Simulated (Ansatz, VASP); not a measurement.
SiGe2: VASP beside Ansatz

File INCAR:

```
PREC     = Accurate       # precision mode
ENCUT    = 600            # plane-wave cutoff, eV
EDIFF    = 1E-6           # SCF threshold, eV
ISMEAR   = 0              # smearing method
SIGMA    = 0.1            # smearing width, eV
LREAL    = False          # projectors in reciprocal space
LASPH    = True           # aspherical terms in the spheres
NELM     = 100            # most SCF steps
ALGO     = Fast           # electronic algorithm
ISIF     = 3              # what is computed and relaxed
LWAVE    = False          # write WAVECAR
LCHARG   = False          # write CHGCAR
GGA      = PE             # functional
IBRION   = 2              # ionic algorithm
NSW      = 100            # ionic steps
EDIFFG   = -0.01          # ionic threshold
```

File KPOINTS:

```
regular mesh
0
Gamma
  10 10 10
```

POSCAR

```
SiGe2
1.0
   -3.2170156619      3.2170156619      2.6426456624
    3.2170156619     -3.2170156619      2.6426456624
    3.2170156619      3.2170156619     -2.6426456624
Si Ge
2 4
Direct
    0.2500000000      0.2500000000      0.0000000000
    0.7500000000      0.7500000000      0.0000000000
    0.6469738274      0.8530261726      0.5000000000
    0.8530261726      0.3530261726      0.2060523452
    0.3530261726      0.1469738274      0.5000000000
    0.1469738274      0.6469738274      0.7939476548
```

Input for Ansatz:

```yaml
crystal:
  lattice:
    - [-3.2170156619, 3.2170156619, 2.6426456624]
    - [3.2170156619, -3.2170156619, 2.6426456624]
    - [3.2170156619, 3.2170156619, -2.6426456624]
  atoms:
    - { symbol: Si, position: [0.25, 0.25, 0.0] }
    - { symbol: Si, position: [0.75, 0.75, 0.0] }
    - { symbol: Ge, position: [0.6469738274, 0.8530261726, 0.5] }
    - { symbol: Ge, position: [0.8530261726, 0.3530261726, 0.2060523452] }
    - { symbol: Ge, position: [0.3530261726, 0.1469738274, 0.5] }
    - { symbol: Ge, position: [0.1469738274, 0.6469738274, 0.7939476548] }
basis:
  ecutwfc: 420
kpoints:
  mp_grid: { grid: [10, 10, 10] }
hamiltonian:
  xc: pbe
scf:
  occupations: { method: gaussian, width: 0.1 }
output:
  forces: true
  stress: true
  eigenvalues: true
  write_density: true
  write_potential: true
  elf: true
  volumetric_format: npy
relax:
  adjacent_minimum: "off"
  f_tol: 0.01
  max_steps: 80
  cell: { stress_tol: 0.05 }
```

Change from the starting cell: species swapped into the VSb2 type (I4/mcm, No. 140).

Alike in both runs: task relaxation of cell and atoms; functional PBE; k mesh 10 × 10 × 10; occupations gaussian, width 0.1 eV; no spin polarisation.

|  | VASP | Ansatz |
| --- | --- | --- |
| version | VASP 6.6.1 | Ansatz 0.2.0 |
| potentials or method | VASP PAW PBE potentials, release 64 (Si, Ge_d), cutoff 600 eV | scalar-relativistic, plane waves, PAW |
| valence electrons in the cell | 64 | 64 |

VASP gave:

- gap on the k mesh at the Fermi level, each at its own relaxed structure (eV): none
- relaxed volume (Å³/atom): 18.20
- relaxed length of the cell vector where the two differ most in proportion (Å): 5.263

Q: What did Ansatz give for the same quantities?

A: gap on the k mesh at the Fermi level, each at its own relaxed structure (eV): none; relaxed volume (Å³/atom): 18.19; relaxed length of the cell vector where the two differ most in proportion (Å): 5.262.

A gap of «none» marks a metal or a gap that the smearing closes.
